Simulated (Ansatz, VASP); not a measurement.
**Two plane-wave programs on Be2ZnO3**

```xyz
6
Lattice="3.5052 0.0000 0.0000 0.0000 3.5052 0.0000 0.0000 0.0000 4.8726" Properties=species:S:1:pos:R:3 pbc="T T T"
Be    1.7526    0.0000    4.8606
Be    0.0000    1.7526    4.8606
Zn    1.7526    1.7526    2.3742
O     1.7526    0.0000    1.5002
O     0.0000    1.7526    1.5002
O     0.0000    0.0000    4.2642
```

Alike in both runs: functional PBE; k mesh 3 × 3 × 3; occupations gaussian, width 0.15 eV; no spin polarisation.

Ansatz relaxed the structure, and its values are those at the end. VASP's run is a single point on that final structure, the one shown.

```csv
,VASP,Ansatz
version,VASP 6.6.1,Ansatz 0.2.0
potentials or method,"VASP PAW PBE potentials, release 64 (Be, Zn, O_h), cutoff 1340 eV","scalar-relativistic, plane waves, PAW"
valence electrons in the cell,34,34
```

|  | VASP | Ansatz | Ansatz less VASP |
| --- | --- | --- | --- |
| gap on the k mesh at the Fermi level (eV) | none | none | - |
| pressure (GPa) | -0.3 | -0.6 | -0.38 |
| rms of the force components (eV/Å) | 0.021 | 0.016 | -0.0049 |

A gap of «none» marks a metal or a gap that the smearing closes.

The k mesh is coarse, so the values compare programs but aren't converged.
